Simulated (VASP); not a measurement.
Here is a VASP 6.6.1 calculation.

The input POSCAR:

```
Al
1.0
   -1.5912186900      1.5514382228      1.5514382228
    1.5912186900     -1.6309991572      1.6309991572
    1.5912186900      1.6309991572     -1.6309991572
Al
1
Direct
    0.0000000000      0.0000000000      0.0000000000
```

The input INCAR.step1:

```
SYSTEM = Al
  ALGO = Normal
  EDIFF = 1E-4
  ENCUT = 520
  GGA = PE
  ISMEAR = 0
  LASPH = .True.
  LCHARG = .False.
  LREAL = .False.
  LWAVE = .True.
  NBANDS = 8
  NELM = 100
  PREC = Accurate
  SIGMA = 0.15
```

The input INCAR.step2:

```
SYSTEM = Al
  ALGO = Normal
  EDIFF = 1E-6
  ENCUT = 520
  ISIF = 2
  ISMEAR = 0
  ISTART = 1
  LASPH = .True.
  LCHARG = .False.
  LMIXTAU = .True.
  LREAL = .False.
  LWAVE = .False.
  METAGGA = R2SCAN
  NBANDS = 8
  NELM = 100
  PREC = Accurate
  SIGMA = 0.15
```

The input KPOINTS:

```
k-points
0
Gamma
  20 20 20
  0 0 0
```

Potentials or basis: VASP PAW PBE potentials, release 64 (Al).

Launch:

```bash
$ cat potpaw_PBE.64/Al/POTCAR > POTCAR
$ cp INCAR.step1 INCAR
$ mpirun -np 1 vasp_std > vasp.out
$ cp INCAR.step2 INCAR
$ mpirun -np 1 vasp_std > vasp.out
```

Predict the band gap on the k mesh.

zero (an odd number of electrons rules out a gap without spin polarisation).

Estimate the pressure.

0.4 GPa.

Stress tensor (GPa, compression positive):
```
0.74 0.00 0.00
0.00 0.29 2.98
0.00 2.98 0.29
```

Caveat: the cell differs from its parent crystal (strain -0.0500 x Voigt [0, 0, 0, 1, 0, 0]); the PAW data sets were made with another functional, which shifts forces and pressure a little.
